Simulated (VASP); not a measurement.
# MoSe (F-43m) in VASP: notebook

Aim: see how the results for MoSe move with the level of theory and the settings. Levels: PBE, r2SCAN. Tasks: single point.

Program: VASP 6.6.1. These are calculated values, not measurements. Logs are shortened: lines on timing, memory, paths and dates and some standing lists are left out, and cuts for length are marked.

## 1. The cell of the first run

It takes space group F-43m (No. 216, cubic). The conventional cell has a = 5.730 Å, b = 5.730 Å, c = 5.730 Å, α = 90.00°, β = 90.00°, γ = 90.00°. Mo (site symmetry -43m) has 4 Se at 2.48 Å within 3.3 Å. Se (site symmetry -43m) has 4 Mo at 2.48 Å within 3.3 Å.

## 2. Single point, PBE, collinear spin (23.52 Å³/atom)

INCAR reads:

```
SYSTEM = MoSe
ALGO = Normal ; EDIFF = 1E-6
ENCUT = 520 ; GGA = PE
ISIF = 2 ; ISMEAR = 0
ISPIN = 2 ; LASPH = .True.
LCHARG = .False. ; LMAXMIX = 4
LORBIT = 11 ; LREAL = .False.
LWAVE = .False. ; MAGMOM = 1.09 0
NBANDS = 21 ; NELM = 150
PREC = Accurate ; SIGMA = 0.05
```

KPOINTS reads:

```
k-points
0
Gamma
  6 6 6
  0 0 0
```

POSCAR reads:

```
MoSe
1.0
    0.0000000000      2.8651241527      2.8651241527
    2.8651241527      0.0000000000      2.8651241527
    2.8651241527      2.8651241527      0.0000000000
Mo Se
1 1
Direct
    0.0000000000      0.0000000000      0.0000000000
    0.2500000000      0.2500000000      0.2500000000
```

Potentials or basis: VASP PAW PBE potentials, release 64 (Mo_sv, Se).

The run is started by

```
> cat potpaw_PBE.64/Mo_sv/POTCAR potpaw_PBE.64/Se/POTCAR > POTCAR
> mpirun -np 1 vasp_std > vasp.out
```

OUTCAR:

```text
SYSTEM = MoSe
   EDIFF = 1E-6
   ENCUT = 520
   GGA = PE
   ISIF = 2
   ISMEAR = 0
   ISPIN = 2
   LASPH = .True.
   LORBIT = 11
   LREAL = .False.
   NELM = 150
   PREC = Accurate

 ion  position               nearest neighbor table
   1  0.000  0.000  0.000-   2 2.48   2 2.48   2 2.48   2 2.48
   2  0.250  0.250  0.250-   1 2.48   1 2.48   1 2.48   1 2.48

  LATTYP: Found a face centered cubic cell.
 ALAT       =     5.7302483054

  Lattice vectors:

 A1 = (   0.0000000000,   2.8651241527,   2.8651241527)
 A2 = (   2.8651241527,   0.0000000000,   2.8651241527)
 A3 = (   2.8651241527,   2.8651241527,   0.0000000000)

Analysis of symmetry for initial positions (statically):
=====================================================================
 Subroutine PRICEL returns:
 Original cell was already a primitive cell.

 Routine SETGRP: Setting up the symmetry group for a
 face centered cubic supercell.

 Subroutine GETGRP returns: Found 24 space group operations
 (whereof 24 operations were pure point group operations)
 out of a pool of 48 trial point group operations.

The static configuration has the point symmetry T_d .

Analysis of symmetry for dynamics (positions and initial velocities):
=====================================================================
 Subroutine PRICEL returns:
 Original cell was already a primitive cell.

 Routine SETGRP: Setting up the symmetry group for a
 face centered cubic supercell.

 Subroutine GETGRP returns: Found 24 space group operations
 (whereof 24 operations were pure point group operations)
 out of a pool of 48 trial point group operations.

The dynamic configuration has the point symmetry T_d .

Analysis of structural, dynamic, and magnetic symmetry:
=====================================================================
 Subroutine PRICEL returns:
 Original cell was already a primitive cell.

 Routine SETGRP: Setting up the symmetry group for a
 face centered cubic supercell.

 Subroutine GETGRP returns: Found 24 space group operations
 (whereof 24 operations were pure point group operations)
 out of a pool of 48 trial point group operations.

The overall configuration has the point symmetry T_d .

 Subroutine INISYM returns: Found 24 space group operations
 (whereof 24 operations are pure point group operations),
 and found     1 'primitive' translations

----------------------------------------------------------------------------------------

                                     Primitive cell

  volume of cell :      47.0392

  direct lattice vectors                    reciprocal lattice vectors
     0.000000000  2.865124153  2.865124153    -0.174512507  0.174512507  0.174512507
     2.865124153  0.000000000  2.865124153     0.174512507 -0.174512507  0.174512507
     2.865124153  2.865124153  0.000000000     0.174512507  0.174512507 -0.174512507

  length of vectors
     4.051897435  4.051897435  4.051897435     0.302264529  0.302264529  0.302264529

  position of ions in fractional coordinates (direct lattice)
     0.000000000  0.000000000  0.000000000
     0.250000000  0.250000000  0.250000000

  ion indices of the primitive-cell ions
   primitive index   ion index
                 1           1
                 2           2

----------------------------------------------------------------------------------------

 KPOINTS: k-points

Automatic generation of k-mesh.
 Grid dimensions read from file:
 generate k-points for:    6    6    6

 Generating k-lattice:

  Cartesian coordinates                     Fractional coordinates (reciprocal lattice)
    -0.029085418  0.029085418  0.029085418     0.166666667  0.000000000  0.000000000
     0.029085418 -0.029085418  0.029085418     0.000000000  0.166666667  0.000000000
     0.029085418  0.029085418 -0.029085418     0.000000000  0.000000000  0.166666667

  Length of vectors
     0.050377422  0.050377422  0.050377422

  Shift w.r.t. Gamma in fractional coordinates (k-lattice)
     0.000000000  0.000000000  0.000000000

 Subroutine IBZKPT returns following result:
 ===========================================

 Found     16 irreducible k-points:

 Following reciprocal coordinates:
            Coordinates               Weight
  0.000000  0.000000  0.000000      1.000000
  0.166667  0.000000  0.000000      8.000000
  0.333333  0.000000  0.000000      8.000000
  0.500000  0.000000  0.000000      4.000000
  0.166667  0.166667  0.000000      6.000000
  0.333333  0.166667  0.000000     24.000000
[... 8 lines left out ...]
 -0.333333  0.333333  0.166667     24.000000
 -0.333333  0.500000  0.166667     12.000000
   k-points           NKPTS =     16   k-points in BZ     NKDIM =     16   number of bands    NBANDS=     21
   number of dos      NEDOS =    301   number of ions     NIONS =      2
   total plane-waves  NPLWV =  27000
   dimension x,y,z NGX =    30 NGY =   30 NGZ =   30
   dimension x,y,z NGXF=    60 NGYF=   60 NGZF=   60
   ions per type =               1   1
   NGX,Y,Z   is equivalent  to a cutoff of  12.31, 12.31, 12.31 a.u.
   NGXF,Y,Z  is equivalent  to a cutoff of  24.62, 24.62, 24.62 a.u.
 SYSTEM =  MoSe
   PREC   = accura    normal or accurate (medium, high low for compatibility)
   ISTART =      0    job   : 0-new  1-cont  2-samecut
   ICHARG =      2    charge: 1-file 2-atom 10-const
   ISPIN  =      2    spin polarized calculation?
   LNONCOLLINEAR =      F non collinear calculations
   LSORBIT =      F    spin-orbit coupling
   LASPH  =      T    aspherical Exc in radial PAW
   ENCUT  =  520.0 eV  38.22 Ry    6.18 a.u.   7.53  7.53  7.53*2*pi/ulx,y,z
   NELM   =    150;   NELMIN=  2; NELMDL= -5     # of ELM steps
   EDIFF  = 0.1E-05   stopping-criterion for ELM
   LREAL  =      F    real-space projection
   EDIFFG = 0.1E-04   stopping-criterion for IOM
   NSW    =      0    number of steps for IOM
   IBRION =     -1    ionic relax: 0-MD 1-quasi-New 2-CG
   NFREE  =      0    steps in history (QN), initial steepest desc. (CG)
   ISIF   =      2    stress and relaxation
   ISYM   =      2    0-nonsym 1-usesym 2-fastsym
   POTIM  = 0.5000    time-step for ionic-motion
   TEBEG  =    0.0;   TEEND  =   0.0 temperature during run
   PSTRESS=    0.0 pullay stress
   NELECT =      20.0000    total number of electrons
   NUPDOWN=      -1.0000    fix difference up-down
   EMIN   =  10.00;   EMAX   =-10.00  energy-range for DOS
   EFERMI =   0.00;   METHOD = LEGACY
   ISMEAR =     0;   SIGMA  =   0.05  broadening in eV -4-tet -1-fermi 0-gaus
   EFERMI_NEDOS =   21; number of points for ismear=-14 and -15
   IALGO  =     38    algorithm
   IMIX   =      4    mixing-type and parameters
     AMIX     =   0.40;   BMIX     =  1.00
     AMIX_MAG =   1.60;   BMIX_MAG =  1.00
  volume/ion in A,a.u.               =      23.52       158.72
  Fermi-wavevector in a.u.,A,eV,Ry     =   1.231019  2.326288 20.618371  1.515408
  Thomas-Fermi vector in A             =   2.365845
   LORBIT       =     11    0 simple, 1 ext, 2 COOP (PROOUT), +10 PAW based schemes
   GGA     = PE    functional components
   LHFCALC =     F    Hartree Fock is set to
   AEXX    =    0.0000 exact exchange contribution
   IVDW    =     0    specifies the selected vdW correction
   LEPSILON=     F    determine dielectric tensor
   LRPA    =     F    only Hartree local field effects (RPA)
 spin polarized calculation
 Gauss-broadening in eV      SIGMA  =   0.05
  energy-cutoff  :      520.00
  volume of cell :       47.04
 maximum number of plane-waves:      1303
   NGX = 15   NGY = 15   NGZ = 15

 number of electron      19.9999999 magnetization       1.3949374

 Free energy of the ion-electron system (eV)
  ---------------------------------------------------
  ext. energy  EPLUGINS =         0.00000000
  ---------------------------------------------------
  free energy    TOTEN  =       -13.48282461 eV

  energy without entropy =      -13.47881321  energy(sigma->0) =      -13.48081891

 E-fermi :   5.9564     XC(G=0): -10.1106

 val. band max:        5.9331756784   @ k =  -0.3333   0.1667   0.0000
 cond. band min:       5.9850352499   @ k =   0.3333   0.0000   0.0000
 fundamental gap:      0.0518595714
 Fermi energy:         5.9564358700

 spin component 1

 k-point     1 :       0.0000    0.0000    0.0000
  band No.  band energies     occupation
      1     -55.3338      1.00000
      2     -29.5025      1.00000
      3     -29.5025      1.00000
      4     -29.5025      1.00000
      5      -8.6572      1.00000
      6       1.0582      1.00000
[... 13 lines left out ...]
     20      18.7098      0.00000
     21      18.7098      0.00000

 k-point     2 :       0.1667    0.0000    0.0000
  band No.  band energies     occupation
      1     -55.3333      1.00000
      2     -29.5144      1.00000
      3     -29.5042      1.00000
      4     -29.5042      1.00000
      5      -8.5113      1.00000
      6       0.7781      1.00000
[... 13 lines left out ...]
     20      17.7941      0.00000
     21      20.4872      0.00000

 k-point     3 :       0.3333    0.0000    0.0000
  band No.  band energies     occupation
      1     -55.3321      1.00000
      2     -29.5380      1.00000
      3     -29.5077      1.00000
      4     -29.5077      1.00000
      5      -8.2114      1.00000
      6       0.4706      1.00000
[... 13 lines left out ...]
     20      18.0160      0.00000
     21      22.2780      0.00000
[... 265 lines left out ...]
 k-point    15 :      -0.3333    0.3333    0.1667
  band No.  band energies     occupation
      1     -55.3309      1.00000
      2     -29.5437      1.00000
      3     -29.5247      1.00000
      4     -29.5155      1.00000
      5      -7.9111      1.00000
      6       0.7496      1.00000
[... 13 lines left out ...]
     20      19.6892      0.00000
     21      21.3581      0.00000

 k-point    16 :      -0.3333    0.5000    0.1667
  band No.  band energies     occupation
      1     -55.3308      1.00000
      2     -29.5455      1.00000
      3     -29.5242      1.00000
      4     -29.5192      1.00000
      5      -7.8610      1.00000
      6       0.3713      1.00000
[... 13 lines left out ...]
     20      19.4585      0.00000
     21      20.2227      0.00000
 Fermi energy:         5.9564358700

 spin component 2

 k-point     1 :       0.0000    0.0000    0.0000
  band No.  band energies     occupation
      1     -54.5770      1.00000
      2     -28.6655      1.00000
      3     -28.6655      1.00000
      4     -28.6655      1.00000
      5      -8.6113      1.00000
      6       1.3268      1.00000
[... 13 lines left out ...]
     20      18.9709      0.00000
     21      18.9709      0.00000

 k-point     2 :       0.1667    0.0000    0.0000
  band No.  band energies     occupation
      1     -54.5764      1.00000
      2     -28.6780      1.00000
      3     -28.6673      1.00000
      4     -28.6673      1.00000
      5      -8.4699      1.00000
      6       1.0285      1.00000
[... 13 lines left out ...]
     20      18.0990      0.00000
     21      20.7314      0.00000

 k-point     3 :       0.3333    0.0000    0.0000
  band No.  band energies     occupation
      1     -54.5753      1.00000
      2     -28.7030      1.00000
      3     -28.6710      1.00000
      4     -28.6710      1.00000
      5      -8.1795      1.00000
      6       0.6784      1.00000
[... 13 lines left out ...]
     20      18.3397      0.00000
     21      22.5792      0.00000
[... 265 lines left out ...]
 k-point    15 :      -0.3333    0.3333    0.1667
  band No.  band energies     occupation
      1     -54.5741      1.00000
      2     -28.7092      1.00000
      3     -28.6888      1.00000
      4     -28.6791      1.00000
      5      -7.8893      1.00000
      6       0.9893      1.00000
[... 13 lines left out ...]
     20      19.9416      0.00000
     21      21.6539      0.00000

 k-point    16 :      -0.3333    0.5000    0.1667
  band No.  band energies     occupation
      1     -54.5739      1.00000
      2     -28.7112      1.00000
      3     -28.6881      1.00000
      4     -28.6829      1.00000
      5      -7.8410      1.00000
      6       0.6544      1.00000
[... 13 lines left out ...]
     20      19.7444      0.00000
     21      20.4271      0.00000

------------------------ aborting loop because EDIFF is reached ----------------------------------------

  FORCE on cell =-STRESS in cart. coord.  units (eV):
  Direction    XX          YY          ZZ          XY          YZ          ZX
  --------------------------------------------------------------------------------------
  -------------------------------------------------------------------------------------
  Total       -0.5856341     -0.5856341     -0.5856341     -0.0000000     -0.0000000     -0.0000000
  in kB      -19.9469563    -19.9469563    -19.9469563     -0.0000000     -0.0000000     -0.0000000
  external PRESSURE =     -19.9469563 kB  Pullay stress =       0.0000000 kB

 VOLUME and BASIS-vectors are now :
 -----------------------------------------------------------------------------
  energy-cutoff  :      520.00
  volume of cell :       47.04
      direct lattice vectors                 reciprocal lattice vectors
     0.000000000  2.865124153  2.865124153    -0.174512507  0.174512507  0.174512507
     2.865124153  0.000000000  2.865124153     0.174512507 -0.174512507  0.174512507
     2.865124153  2.865124153  0.000000000     0.174512507  0.174512507 -0.174512507

 POSITION                                       TOTAL-FORCE (eV/Angst)
 -----------------------------------------------------------------------------------
      0.00000      0.00000      0.00000        -0.000000      0.000000     -0.000000
      1.43256      1.43256      1.43256         0.000000     -0.000000      0.000000
 -----------------------------------------------------------------------------------
    total drift:                                0.000000      0.000000      0.000000

  FREE ENERGIE OF THE ION-ELECTRON SYSTEM (eV)
  ---------------------------------------------------
  free  energy   TOTEN  =       -13.4828246149 eV

  energy  without entropy=      -13.4788132099  energy(sigma->0) =      -13.48081891

 total charge

# of ion       s       p       d       tot
------------------------------------------
    1        2.254   6.096   4.029  12.379
    2        1.427   2.401   0.121   3.949
--------------------------------------------------
tot          3.682   8.497   4.149  16.328

 magnetization (x)

# of ion       s       p       d       tot
------------------------------------------
    1        0.034   0.013   1.165   1.212
    2       -0.005  -0.034   0.022  -0.016
--------------------------------------------------
tot          0.029  -0.021   1.187   1.196
```

It took 36 s on 1 thread of AMD EPYC 7R13 (Zen 3), shared host; peak memory 0.16 GiB.

What came out:

| Item | Value |
| --- | --- |
| Free energy | -13.4828 eV |
| Pressure | -2.0 GPa |
| Net moment | 1.39 μB per cell |
| Site moments | Mo +1.21; Se -0.02 μB |
| Valence electrons inside the program's atomic spheres | Mo 12.38; Se 3.95 |

## 3. Single point, PBE, collinear spin

This run uses another cell than the first one, of 24.34 Å³/atom.

INCAR reads:

```
SYSTEM = MoSe
PREC = Accurate ; ENCUT = 520
EDIFF = 1E-6 ; ISMEAR = 0
SIGMA = 0.05 ; LREAL = .False.
LASPH = .True. ; NELM = 150
ALGO = Normal ; ISIF = 2
LWAVE = .False. ; LCHARG = .False.
ISPIN = 2 ; MAGMOM = 3 0
LORBIT = 11 ; LMAXMIX = 4
GGA = PE ; NBANDS = 21
```

KPOINTS reads:

```
Automatic mesh
0
Gamma
  6 6 6
  0 0 0
```

POSCAR reads:

```
MoSe
1.0
    0.0000000000      2.8980674112      2.8980674112
    2.8980674112      0.0000000000      2.8980674112
    2.8980674112      2.8980674112      0.0000000000
Mo Se
1 1
Direct
    0.0000000000      0.0000000000      0.0000000000
    0.2500000000      0.2500000000      0.2500000000
```

Potentials or basis: VASP PAW PBE potentials, release 64 (Mo_sv, Se).

The run is started by

```
> cat potpaw_PBE.64/Mo_sv/POTCAR potpaw_PBE.64/Se/POTCAR > POTCAR
> mpirun -np 1 vasp_std > vasp.out
```

It took 28 s on 1 thread of AMD EPYC 7R13 (Zen 3), shared host; peak memory 0.16 GiB.

Results (log left out):

```
Free energy                                           : -13.4472 eV
Pressure                                              : -4.9 GPa
Net moment                                            : 1.40 μB per cell
Site moments                                          : Mo +1.22; Se -0.02 μB
Valence electrons inside the program's atomic spheres : Mo 12.33; Se 3.92
```

Levels at points of the mesh, in eV from the Fermi level:
Spin up:
| k point | band 7 | band 8 | band 9 | band 10 | band 11 | band 12 | band 13 | band 14 | band 15 | band 16 |
| --- | --- | --- | --- | --- | --- | --- | --- | --- | --- | --- |
| (0.00, 0.00, 0.00) | -4.79 | -4.79 | -1.12 | -1.12 | 0.90 | 3.59 | 3.59 | 3.59 | 7.03 | 7.03 |
| (0.50, 0.00, 0.00) | -4.46 | -4.46 | -0.81 | -0.81 | -0.43 | 1.78 | 1.78 | 3.44 | 7.55 | 8.23 |
| (0.50, 0.50, 0.00) | -3.82 | -3.82 | -1.56 | -0.51 | -0.49 | 0.32 | 0.32 | 5.17 | 6.66 | 9.52 |
Spin down:
| k point | band 5 | band 6 | band 7 | band 8 | band 9 | band 10 | band 11 | band 12 | band 13 | band 14 |
| --- | --- | --- | --- | --- | --- | --- | --- | --- | --- | --- |
| (0.00, 0.00, 0.00) | -14.46 | -4.53 | -4.53 | -4.53 | 0.05 | 0.05 | 1.18 | 3.97 | 3.97 | 3.97 |
| (0.50, 0.00, 0.00) | -13.93 | -5.26 | -4.18 | -4.18 | 0.17 | 0.30 | 0.30 | 2.23 | 2.23 | 3.77 |
| (0.50, 0.50, 0.00) | -13.75 | -5.59 | -3.66 | -3.66 | -1.10 | 0.47 | 0.79 | 0.89 | 0.89 | 5.58 |

Caveat: the cell stands under tension.

## 4. Single point, r2SCAN

This run uses another cell than the first one, of 22.70 Å³/atom.

POSCAR reads:

```
MoSe
1.0
    0.0000000000      2.8314484773      2.8314484773
    2.8314484773      0.0000000000      2.8314484773
    2.8314484773      2.8314484773      0.0000000000
Mo Se
1 1
Direct
    0.0000000000      0.0000000000      0.0000000000
    0.2500000000      0.2500000000      0.2500000000
```

INCAR.step1 reads:

```
PREC = Accurate
ENCUT = 520
ISMEAR = 0
SIGMA = 0.05
LREAL = False
LASPH = True
NELM = 80
NBANDS = 17
GGA = PE
ALGO = Normal
EDIFF = 1E-4
LWAVE = True
LCHARG = False
```

INCAR.step2 reads:

```
PREC = Accurate
ENCUT = 520
EDIFF = 1E-6
ISMEAR = 0
SIGMA = 0.05
LREAL = False
LASPH = True
NELM = 80
ALGO = Normal
ISIF = 2
LWAVE = False
LCHARG = True
METAGGA = R2SCAN
LMIXTAU = True
LELF = True
LVHAR = True
NBANDS = 17
ISTART = 1
```

KPOINTS reads:

```
regular mesh
0
Gamma
  10 10 10
```

The run is started by

```
> cat potpaw_PBE.64/Mo_sv/POTCAR potpaw_PBE.64/Se/POTCAR > POTCAR
> cp INCAR.step1 INCAR
> mpirun -np 1 vasp_std > vasp.out
> cp INCAR.step2 INCAR
> mpirun -np 1 vasp_std > vasp.out
```

Run time: 2.1 min. Hardware: 1 thread of AMD EPYC 7R13 (Zen 3), shared host; peak memory 0.16 GiB.

It converged, with:

```yaml
Free_energy: -39.5282 eV
Pressure: -2.4 GPa
Band_gap_on_the_k_mesh: zero (bands 10 and 11 overlap by 0.18 eV)
```

Levels at points of the mesh, in eV from the Fermi level:
```
           k point  band 8  band 9  band 10  band 11  band 12  band 13
(0.00, 0.00, 0.00)   -5.20   -0.62    -0.62     1.61     4.45     4.45
(0.50, 0.00, 0.00)   -4.82   -0.25    -0.25     0.07     2.40     2.40
(0.50, 0.50, 0.00)   -4.12   -1.37     0.08     0.21     0.85     0.85
```

Caveat: the PAW data sets were made with another functional, which shifts forces and pressure a little.

## 5. The runs side by side

| level | spin | cell | k mesh | gap on the mesh (eV) | pressure (GPa) | moment (μB) |
| --- | --- | --- | --- | --- | --- | --- |
| PBE | collinear | a = 4.052 Å, angles 60.0°, 2 atoms | 6 × 6 × 6 | none | -2.0 | 1.39 |
| PBE | collinear | a = 4.098 Å, angles 60.0°, 2 atoms | 6 × 6 × 6 | none | -4.9 | 1.40 |
| r2SCAN | off | a = 4.004 Å, angles 60.0°, 2 atoms | 10 × 10 × 10 | none | -2.4 | - |

Alike in all rows: task single point; potentials or basis VASP PAW PBE potentials, release 64 (Mo_sv, Se); cutoff (eV) 520; smearing gaussian 0.05 eV.

Caveats: the cell stands under tension (at least some runs); the PAW data sets were made with another functional, which shifts forces and pressure a little (at least some runs).

Absolute energies hang on the potentials; compare differences alone.

The gap in the log of VASP goes by the Fermi energy; the results here count the filled bands.